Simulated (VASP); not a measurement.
A run of VASP 6.6.1 is set up as follows.

INCAR

```
SYSTEM = Ta3Ti
PREC = Accurate
ENCUT = 520
EDIFF = 1E-7
ISMEAR = 0
SIGMA = 0.1
LREAL = .FALSE.
LASPH = .TRUE.
NELM = 100
ALGO = Normal
ISIF = 2
LWAVE = .FALSE.
LCHARG = .TRUE.
GGA = PE
LELF = .TRUE.
LVHAR = .TRUE.
NBANDS = 30
```

The input KPOINTS:

```
regular mesh
0
G
  6 6 6
  0 0 0
```

File POSCAR:

```
Ta3Ti
1.0
   -1.9360283801      1.9360283801      4.3246348230
    1.9360283801     -1.9360283801      4.3246348230
    1.9360283801      1.9360283801     -4.3246348230
Ti Ta
1 3
Direct
    0.0000000000      0.0000000000      0.0000000000
    0.5000000000      0.5000000000      0.0000000000
    0.2500000000      0.7500000000      0.5000000000
    0.7500000000      0.2500000000      0.5000000000
```

Potentials or basis: VASP PAW PBE potentials, release 64 (Ti_sv, Ta_pv).

Launch:

```console
$ cat potpaw_PBE.64/Ti_sv/POTCAR potpaw_PBE.64/Ta_pv/POTCAR > POTCAR
$ mpirun -np 1 vasp_std > vasp.out
```

Problem. Estimate the band gap on the k mesh.

Solution. Zero (an odd number of electrons rules out a gap without spin polarisation).

Problem. Estimate the pressure.

Solution. 24.8 GPa.

Stress tensor (GPa, compression positive):
```
21.80  0.00  0.00
 0.00 21.80  0.00
 0.00  0.00 30.83
```

Caveat: the stress differs along the axes, from 22 to 31 GPa; spin-orbit coupling is left out, which moves the levels of the heavy elements.
